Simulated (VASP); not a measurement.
# ZrB (Fm-3m) in VASP: a series of runs

ZrB is run at these levels: PBEsol, RPBE+U; tasks: single point.

Everything below comes from runs of VASP 6.6.1. Logs are shortened: lines on timing, memory, paths and dates and some standing lists are left out, and cuts for length are marked.

### 1 The cell of the first run

It takes space group Fm-3m (No. 225, cubic). Conventional cell: a = 4.650 Å, b = 4.650 Å, c = 4.650 Å, α = 90.00°, β = 90.00°, γ = 90.00°. Zr (site symmetry m-3m) has 6 B at 2.33 Å within 3.1 Å. Within 3.1 Å of B (site symmetry m-3m) lie 6 Zr at 2.33 Å.

### 2 Single point, PBEsol

The input, INCAR:

```
SYSTEM = ZrB
PREC     = Accurate       ! precision mode
ENCUT    = 500            ! plane-wave cutoff, eV
EDIFF    = 1E-6           ! SCF threshold, eV
ISMEAR   = -1             ! smearing method
SIGMA    = 0.1            ! smearing width, eV
LREAL    = .False.        ! projectors in reciprocal space
LASPH    = .True.         ! aspherical terms in the spheres
NELM     = 120            ! most SCF steps
ALGO     = Normal         ! electronic algorithm
ISIF     = 2              ! what is computed and relaxed
LWAVE    = .False.        ! write WAVECAR
LCHARG   = .False.        ! write CHGCAR
GGA      = PS             ! functional
NBANDS   = 14             ! bands
GGA_COMPAT= .False.
```

The input, KPOINTS:

```
regular mesh
0
Gamma
  10 10 10
  0 0 0
```

The input, POSCAR:

```
ZrB
1.0
    0.0000000000      2.3250000000      2.3250000000
    2.3250000000      0.0000000000      2.3250000000
    2.3250000000      2.3250000000      0.0000000000
Zr B
1 1
Direct
    0.0000000000      0.0000000000      0.0000000000
    0.5000000000      0.5000000000      0.5000000000
```

Potentials or basis: VASP PAW PBE potentials, release 64 (Zr_sv, B).

The run is started by

```console
cat potpaw_PBE.64/Zr_sv/POTCAR potpaw_PBE.64/B/POTCAR > POTCAR
mpirun -np 1 vasp_std > vasp.out
```

OUTCAR:

```text
SYSTEM = ZrB
   PREC = Accurate
   ENCUT = 500
   EDIFF = 1E-6
   ISMEAR = -1
   LREAL = .False.
   LASPH = .True.
   NELM = 120
   ISIF = 2
   GGA = PS

 ion  position               nearest neighbor table
   1  0.000  0.000  0.000-   2 2.33   2 2.33   2 2.33   2 2.33   2 2.33   2 2.33
   2  0.500  0.500  0.500-   1 2.33   1 2.33   1 2.33   1 2.33   1 2.33   1 2.33

  LATTYP: Found a face centered cubic cell.
 ALAT       =     4.6500000000

  Lattice vectors:

 A1 = (   0.0000000000,   2.3250000000,   2.3250000000)
 A2 = (   2.3250000000,   0.0000000000,   2.3250000000)
 A3 = (   2.3250000000,   2.3250000000,   0.0000000000)

Analysis of symmetry for initial positions (statically):
=====================================================================
 Subroutine PRICEL returns:
 Original cell was already a primitive cell.

 Routine SETGRP: Setting up the symmetry group for a
 face centered cubic supercell.

 Subroutine GETGRP returns: Found 48 space group operations
 (whereof 48 operations were pure point group operations)
 out of a pool of 48 trial point group operations.

The static configuration has the point symmetry O_h .

Analysis of symmetry for dynamics (positions and initial velocities):
=====================================================================
 Subroutine PRICEL returns:
 Original cell was already a primitive cell.

 Routine SETGRP: Setting up the symmetry group for a
 face centered cubic supercell.

 Subroutine GETGRP returns: Found 48 space group operations
 (whereof 48 operations were pure point group operations)
 out of a pool of 48 trial point group operations.

The dynamic configuration has the point symmetry O_h .

 Subroutine INISYM returns: Found 48 space group operations
 (whereof 48 operations are pure point group operations),
 and found     1 'primitive' translations

----------------------------------------------------------------------------------------

                                     Primitive cell

  volume of cell :      25.1362

  direct lattice vectors                    reciprocal lattice vectors
     0.000000000  2.325000000  2.325000000    -0.215053763  0.215053763  0.215053763
     2.325000000  0.000000000  2.325000000     0.215053763 -0.215053763  0.215053763
     2.325000000  2.325000000  0.000000000     0.215053763  0.215053763 -0.215053763

  length of vectors
     3.288046533  3.288046533  3.288046533     0.372484045  0.372484045  0.372484045

  position of ions in fractional coordinates (direct lattice)
     0.000000000  0.000000000  0.000000000
     0.500000000  0.500000000  0.500000000

  ion indices of the primitive-cell ions
   primitive index   ion index
                 1           1
                 2           2

----------------------------------------------------------------------------------------

 KPOINTS: regular mesh

Automatic generation of k-mesh.
 Grid dimensions read from file:
 generate k-points for:   10   10   10

 Generating k-lattice:

  Cartesian coordinates                     Fractional coordinates (reciprocal lattice)
    -0.021505376  0.021505376  0.021505376     0.100000000  0.000000000  0.000000000
     0.021505376 -0.021505376  0.021505376     0.000000000  0.100000000  0.000000000
     0.021505376  0.021505376 -0.021505376     0.000000000  0.000000000  0.100000000

  Length of vectors
     0.037248404  0.037248404  0.037248404

  Shift w.r.t. Gamma in fractional coordinates (k-lattice)
     0.000000000  0.000000000  0.000000000

 Subroutine IBZKPT returns following result:
 ===========================================

 Found     47 irreducible k-points:

 Following reciprocal coordinates:
            Coordinates               Weight
  0.000000  0.000000  0.000000      1.000000
  0.100000  0.000000  0.000000      8.000000
  0.200000  0.000000  0.000000      8.000000
  0.300000  0.000000  0.000000      8.000000
  0.400000  0.000000  0.000000      8.000000
  0.500000  0.000000  0.000000      4.000000
[... 16 lines left out ...]
  0.300000  0.300000  0.000000      6.000000
  0.400000  0.300000  0.000000     24.000000
 [... further k-points ...]
   k-points           NKPTS =     47   k-points in BZ     NKDIM =     47   number of bands    NBANDS=     14
   number of dos      NEDOS =    301   number of ions     NIONS =      2
   total plane-waves  NPLWV =  13824
   dimension x,y,z NGX =    24 NGY =   24 NGZ =   24
   dimension x,y,z NGXF=    48 NGYF=   48 NGZF=   48
   ions per type =               1   1
   NGX,Y,Z   is equivalent  to a cutoff of  12.13, 12.13, 12.13 a.u.
   NGXF,Y,Z  is equivalent  to a cutoff of  24.27, 24.27, 24.27 a.u.
 SYSTEM =  ZrB
   PREC   = accura    normal or accurate (medium, high low for compatibility)
   ISTART =      0    job   : 0-new  1-cont  2-samecut
   ICHARG =      2    charge: 1-file 2-atom 10-const
   ISPIN  =      1    spin polarized calculation?
   LNONCOLLINEAR =      F non collinear calculations
   LSORBIT =      F    spin-orbit coupling
   LASPH  =      T    aspherical Exc in radial PAW
   ENCUT  =  500.0 eV  36.75 Ry    6.06 a.u.   5.99  5.99  5.99*2*pi/ulx,y,z
   NELM   =    120;   NELMIN=  2; NELMDL= -5     # of ELM steps
   EDIFF  = 0.1E-05   stopping-criterion for ELM
   LREAL  =      F    real-space projection
   EDIFFG = 0.1E-04   stopping-criterion for IOM
   NSW    =      0    number of steps for IOM
   IBRION =     -1    ionic relax: 0-MD 1-quasi-New 2-CG
   NFREE  =      0    steps in history (QN), initial steepest desc. (CG)
   ISIF   =      2    stress and relaxation
   ISYM   =      2    0-nonsym 1-usesym 2-fastsym
   POTIM  = 0.5000    time-step for ionic-motion
   TEBEG  =    0.0;   TEEND  =   0.0 temperature during run
   PSTRESS=    0.0 pullay stress
   NELECT =      15.0000    total number of electrons
   NUPDOWN=      -1.0000    fix difference up-down
   EMIN   =  10.00;   EMAX   =-10.00  energy-range for DOS
   EFERMI =   0.00;   METHOD = LEGACY
   ISMEAR =    -1;   SIGMA  =   0.10  broadening in eV -4-tet -1-fermi 0-gaus
   EFERMI_NEDOS =   21; number of points for ismear=-14 and -15
   IALGO  =     38    algorithm
   IMIX   =      4    mixing-type and parameters
     AMIX     =   0.40;   BMIX     =  1.00
     AMIX_MAG =   1.60;   BMIX_MAG =  1.00
  volume/ion in A,a.u.               =      12.57        84.81
  Fermi-wavevector in a.u.,A,eV,Ry     =   1.378285  2.604581 25.846565  1.899669
  Thomas-Fermi vector in A             =   2.503360
   LORBIT       =      0    0 simple, 1 ext, 2 COOP (PROOUT), +10 PAW based schemes
   GGA     = PS    functional components
   LHFCALC =     F    Hartree Fock is set to
   AEXX    =    0.0000 exact exchange contribution
   IVDW    =     0    specifies the selected vdW correction
   LEPSILON=     F    determine dielectric tensor
   LRPA    =     F    only Hartree local field effects (RPA)
 non-spin polarized calculation
  energy-cutoff  :      500.00
  volume of cell :       25.14
 maximum number of plane-waves:       648
   NGX = 11   NGY = 11   NGZ = 11

 number of electron      15.0000000 magnetization

 Free energy of the ion-electron system (eV)
  ---------------------------------------------------
  ext. energy  EPLUGINS =         0.00000000
  ---------------------------------------------------
  free energy    TOTEN  =       -16.63338320 eV

  energy without entropy =      -16.59854532  energy(sigma->0) =      -16.61596426

 E-fermi :   8.9187     XC(G=0): -12.3314

 val. band max:        8.8428553402   @ k =  -0.2000   0.1000   0.0000
 cond. band min:       8.9344316945   @ k =   0.5000   0.3000   0.1000
 fundamental gap:      0.0915763543
 Fermi energy:         8.9187211519

 k-point     1 :       0.0000    0.0000    0.0000
  band No.  band energies     occupation
      1     -37.7497      2.00000
      2     -15.5197      2.00000
      3     -15.5197      2.00000
      4     -15.5197      2.00000
      5       0.5974      2.00000
      6      10.8003      0.00000
      7      10.8003      0.00000
      8      10.8003      0.00000
      9      12.6084      0.00000
     10      12.6084      0.00000
     11      12.7579      0.00000
     12      12.7579      0.00000
     13      12.7579      0.00000
     14      20.0111      0.00000

 k-point     2 :       0.1000    0.0000    0.0000
  band No.  band energies     occupation
      1     -37.7382      2.00000
      2     -15.6195      2.00000
      3     -15.5290      2.00000
      4     -15.5290      2.00000
      5       0.8713      2.00000
      6      10.0432      0.00003
      7      10.5195      0.00000
      8      10.5195      0.00000
      9      11.4978      0.00000
     10      11.4978      0.00000
     11      13.1199      0.00000
     12      14.6894      0.00000
     13      14.6894      0.00000
     14      20.6759      0.00000

 k-point     3 :       0.2000    0.0000    0.0000
  band No.  band energies     occupation
      1     -37.7079      2.00000
      2     -15.8724      2.00000
      3     -15.5530      2.00000
      4     -15.5530      2.00000
      5       1.6241      2.00000
      6       8.7056      1.78780
      7       9.3166      0.03675
      8       9.3166      0.03675
      9      12.0004      0.00000
     10      12.0004      0.00000
     11      13.5831      0.00000
     12      16.9477      0.00000
     13      16.9477      0.00000
     14      22.0701      0.00000
[... 324 lines left out ...]
 k-point    23 :       0.3000    0.3000    0.0000
  band No.  band energies     occupation
      1     -37.6435      2.00000
      2     -16.1108      2.00000
      3     -15.7414      2.00000
      4     -15.7414      2.00000
      5       2.6132      2.00000
      6       7.1095      2.00000
      7       8.5467      1.95268
      8      10.6344      0.00000
      9      10.6344      0.00000
     10      13.6902      0.00000
     11      16.0615      0.00000
     12      16.0615      0.00000
     13      19.9706      0.00000
     14      24.6493      0.00000

 k-point    24 :       0.4000    0.3000    0.0000
  band No.  band energies     occupation
      1     -37.6190      2.00000
      2     -16.2345      2.00000
      3     -15.8071      2.00000
      4     -15.7762      2.00000
      5       2.8312      2.00000
      6       7.2561      2.00000
      7       8.1256      1.99928
      8      10.2902      0.00000
      9      11.1055      0.00000
     10      14.5483      0.00000
     11      16.1533      0.00000
     12      16.4074      0.00000
     13      20.6222      0.00000
     14      23.1149      0.00000

 [... further k-points ...]

------------------------ aborting loop because EDIFF is reached ----------------------------------------

  FORCE on cell =-STRESS in cart. coord.  units (eV):
  Direction    XX          YY          ZZ          XY          YZ          ZX
  --------------------------------------------------------------------------------------
  -------------------------------------------------------------------------------------
  Total        4.6540321      4.6540321      4.6540321     -0.0000000     -0.0000000     -0.0000000
  in kB      296.6477725    296.6477725    296.6477725     -0.0000000     -0.0000000     -0.0000000
  external PRESSURE =     296.6477725 kB  Pullay stress =       0.0000000 kB

 VOLUME and BASIS-vectors are now :
 -----------------------------------------------------------------------------
  energy-cutoff  :      500.00
  volume of cell :       25.14
      direct lattice vectors                 reciprocal lattice vectors
     0.000000000  2.325000000  2.325000000    -0.215053763  0.215053763  0.215053763
     2.325000000  0.000000000  2.325000000     0.215053763 -0.215053763  0.215053763
     2.325000000  2.325000000  0.000000000     0.215053763  0.215053763 -0.215053763

 POSITION                                       TOTAL-FORCE (eV/Angst)
 -----------------------------------------------------------------------------------
      0.00000      0.00000      0.00000        -0.000000     -0.000000      0.000000
      2.32500      2.32500      2.32500         0.000000      0.000000     -0.000000
 -----------------------------------------------------------------------------------
    total drift:                                0.000000     -0.000000     -0.000000

  FREE ENERGIE OF THE ION-ELECTRON SYSTEM (eV)
  ---------------------------------------------------
  free  energy   TOTEN  =       -16.6333831978 eV

  energy  without entropy=      -16.5985453154  energy(sigma->0) =      -16.61596426
```

It took 7.8 s on 1 thread of Intel Xeon Platinum 8488C (Sapphire Rapids), shared host; peak memory 0.14 GiB.

Results:

```yaml
Free_energy: -16.6334 eV
Pressure: 29.7 GPa
Band_gap_on_the_k_mesh: zero (an odd number of electrons rules out a gap without spin polarisation)
```

Caveat: the cell stands under pressure; the PAW data sets were made with another functional, which shifts forces and pressure a little.

### 3 Single point, RPBE+U

The input, INCAR:

```
SYSTEM = ZrB
  PREC = Accurate
  ENCUT = 500
  EDIFF = 1E-6
  ISMEAR = 0
  SIGMA = 0.1
  LREAL = .False.
  LASPH = .True.
  NELM = 200
  ALGO = Normal
  ISIF = 2
  LWAVE = .False.
  LCHARG = .False.
  LMAXMIX = 4
  LDAU = .True.
  LDAUTYPE = 2
  LDAUL = 2 -1
  LDAUU = 3 0
  LDAUJ = 0 0
  LDAUPRINT = 1
  GGA = RP
  NBANDS = 14
  GGA_COMPAT = .False.
```

KPOINTS is that of step 2.

POSCAR is that of step 2.

Potentials or basis: VASP PAW PBE potentials, release 64 (Zr_sv, B).

The run is started by

```console
cat potpaw_PBE.64/Zr_sv/POTCAR potpaw_PBE.64/B/POTCAR > POTCAR
mpirun -np 1 vasp_std > vasp.out
```

Wall time 7.6 s (1 thread of Intel Xeon Platinum 8488C (Sapphire Rapids), shared host); peak memory 0.15 GiB.

Results (log left out):

```
Free energy            : -12.5997 eV
Pressure               : 47.8 GPa
Band gap on the k mesh : zero (an odd number of electrons rules out a gap without spin polarisation)
```

Levels at points of the mesh, in eV from the Fermi level:
| k point | band 5 | band 6 | band 7 | band 8 | band 9 | band 10 | band 11 | band 12 |
| --- | --- | --- | --- | --- | --- | --- | --- | --- |
| (0.00, 0.00, 0.00) | -8.67 | 2.23 | 2.23 | 2.23 | 3.64 | 3.64 | 3.64 | 3.82 |
| (0.50, 0.00, 0.00) | -4.33 | -3.93 | -1.38 | -1.38 | 6.18 | 6.18 | 7.60 | 7.88 |
| (0.50, 0.50, 0.00) | -6.62 | -0.95 | -0.64 | 2.31 | 2.31 | 5.62 | 7.42 | 7.42 |

Eigenvalues of the final occupation matrices:
| site | spin | trace | eigenvalues |
| --- | --- | --- | --- |
| site 1 d | 1 | 0.87 | 0.13 0.13 0.13 0.25 0.25 |
| site 1 d | 2 | 0.87 | 0.13 0.13 0.13 0.25 0.25 |

Caveat: the cell stands under pressure; the PAW data sets were made with another functional, which shifts forces and pressure a little; U without spin polarisation on a metal has little footing; the U is typed as a test and isn't derived for this compound.
